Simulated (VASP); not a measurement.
A run of VASP 6.6.1 is set up as follows.

File INCAR:

```
SYSTEM = HfO2
PREC = Accurate ; ENCUT = 520
EDIFF = 1E-6 ; ISMEAR = 0
SIGMA = 0.01 ; LREAL = .False.
LASPH = .True. ; NELM = 100
ALGO = Normal ; ISIF = 2
LWAVE = .False. ; LCHARG = .True.
GGA = CA ; LELF = .True.
LVHAR = .True. ; NBANDS = 18
```

The input KPOINTS:

```
regular mesh
0
Gamma
  8 8 8
  0 0 0
```

File POSCAR:

```
HfO2
1.0
    0.0000000000      2.5170518131      2.5170518131
    2.5170518131      0.0000000000      2.5170518131
    2.5170518131      2.5170518131      0.0000000000
Hf O
1 2
Direct
    0.0000000000      0.0000000000      0.0000000000
    0.2500000000      0.2500000000      0.2500000000
    0.7500000000      0.7500000000      0.7500000000
```

Potentials or basis: VASP PAW LDA potentials, release 64 (Hf_pv, O).

Command:

```bash
$ cat potpaw_LDA.64/Hf_pv/POTCAR potpaw_LDA.64/O/POTCAR > POTCAR
$ mpirun -np 1 vasp_std > vasp.out
```

Q: Estimate the band gap on the k mesh.

A: 3.65 eV, direct.

Q: What does it give for the pressure?

A: -8.4 GPa.

Caveat: spin-orbit coupling is left out, which moves the levels of the heavy elements. A k mesh can miss the band edges.
